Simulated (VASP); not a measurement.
Set up this calculation in VASP 6.6.1, as the native input.

- Task: single point
- Functional: PBE
- Potentials or basis: VASP PAW PBE potentials, release 64 (Ba_sv, S)
- Cutoff: 520 eV
- k mesh: 4 × 4 × 4
- Occupations: gaussian, width 0.01 eV
- Spin: no spin polarisation
- Dipole correction: no
- Further INCAR settings: ALGO = Normal; EDIFF = 1e-07; NBANDS = 15

The structure of BaS lies in POSCAR:

```
BaS
1.0
    0.0401474484      3.2117958753      3.2117958753
    3.2117958753      0.0401474484      3.2117958753
    3.2519433238      3.2519433238      0.0000000001
Ba S
1 1
Direct
    0.0000000000      0.0000000000      0.0000000000
    0.5000000000      0.5000000000      0.5000000000
```

This cell differs from its parent crystal: shear xy strain +2.5%.

The input as run:

INCAR

```
SYSTEM = BaS
ALGO = Normal
EDIFF = 1E-7
ENCUT = 520
GGA = PE
ISIF = 2
ISMEAR = 0
LASPH = .TRUE.
LCHARG = .FALSE.
LREAL = .FALSE.
LWAVE = .FALSE.
NBANDS = 15
NELM = 100
PREC = Accurate
SIGMA = 0.01
```

KPOINTS

```
k-points
0
G
  4 4 4
  0 0 0
```

Potentials or basis: VASP PAW PBE potentials, release 64 (Ba_sv, S).

The run is started by

```bash
$ cat potpaw_PBE.64/Ba_sv/POTCAR potpaw_PBE.64/S/POTCAR > POTCAR
$ mpirun -np 1 vasp_std > vasp.out
```

Results of the run:

The pressure is 0.7 GPa and the band gap on the k mesh is 2.10 eV, indirect (least direct gap 2.24 eV).

Caveat: the k points lie up to 0.43 Å⁻¹ apart; the cell differs from its parent crystal (shear xy strain +2.5%); spin-orbit coupling is left out, which moves the levels of the heavy elements.

Run time: 16 s on 1 thread of AMD EPYC 9R45 96-Core Processor (Zen 5), with other jobs on the host, peak memory 0.18 GiB.
